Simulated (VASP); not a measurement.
Set up this calculation in VASP 6.6.1, as the native input.

* Task: relaxation of cell and atoms
* Functional: PBE
* Potentials or basis: VASP PAW PBE potentials, release 64 (Zn, Cd, Te)
* Cutoff: 600 eV
* k mesh: 6 × 6 × 2
* Occupations: gaussian, width 0.1 eV
* Spin: no spin polarisation
* Dipole correction: no
* Further INCAR settings: ALGO = Normal; EDIFF = 1e-06; IBRION = 2; EDIFFG = -0.04; NSW = 90; ISIF = 3

The structure of Zn2CdTe3 lies in POSCAR:

```
Zn2CdTe3
1.0
    5.1083128700      0.0000000000      0.0000000000
   -2.5541564300      4.4239287100      0.0000000000
    0.0000000000      0.0000000000      8.5122889500
Zn Cd Te
2 1 3
Direct
    0.0000000000      0.0000000000      0.6172495900
    0.0000000000      0.0000000000      0.3827504100
    0.0000000000      0.0000000000      0.0000000000
    0.5000000000      0.0000000000      0.0000000000
    0.0000000000      0.5000000000      0.0000000000
    0.5000000000      0.5000000000      0.0000000000
```

The cell was built from a structure type or drawn by symmetry, and may not be a known phase.

These files were run (other wordings do the same):

INCAR

```
SYSTEM = Zn2CdTe3
PREC     = Accurate       ! precision mode
ENCUT    = 600            ! plane-wave cutoff, eV
EDIFF    = 1E-6           ! SCF threshold, eV
ISMEAR   = 0              ! smearing method
SIGMA    = 0.1            ! smearing width, eV
LREAL    = .False.        ! projectors in reciprocal space
LASPH    = .True.         ! aspherical terms in the spheres
NELM     = 100            ! most SCF steps
ALGO     = Normal         ! electronic algorithm
ISIF     = 3              ! what is computed and relaxed
LWAVE    = .False.        ! write WAVECAR
LCHARG   = .False.        ! write CHGCAR
GGA      = PE             ! functional
IBRION   = 2              ! ionic algorithm
NSW      = 90             ! ionic steps
EDIFFG   = -0.04          ! ionic threshold
```

KPOINTS

```
Automatic mesh
0
Gamma
  6 6 2
  0 0 0
```

Potentials or basis: VASP PAW PBE potentials, release 64 (Zn, Cd, Te).

Command:

```bash
$ cat potpaw_PBE.64/Zn/POTCAR potpaw_PBE.64/Cd/POTCAR potpaw_PBE.64/Te/POTCAR > POTCAR
$ mpirun -np 1 vasp_std > vasp.out
```

It gave:

The relaxed volume is 45.95 Å³/atom. The relaxed cell is a = 6.417 Å, b = 6.417 Å, c = 7.730 Å, α = 90.00°, β = 90.00°, γ = 120.00° and the space group after relaxing (to 0.1 Å) is P6/mmm (No. 191). The energy gained by relaxing is 2149.1 meV/atom and the ionic steps are 12. The pressure after relaxing is 0.0 GPa, the largest force after relaxing is 0.006 eV/Å and the band gap on the k mesh is zero (bands 27 and 28 overlap by 1.70 eV).

Caveat: the k points lie up to 0.41 Å⁻¹ apart in the final cell, too coarse for converged energies and pressures of a metal; the volume moved by over 15 % at a fixed basis, so the end points are rough; spin-orbit coupling is left out, which moves the levels of the heavy elements.

It took 11 min on 1 thread of Intel(R) Xeon(R) 6975P-C (Granite Rapids), with other jobs on the host, peak memory 0.44 GiB.
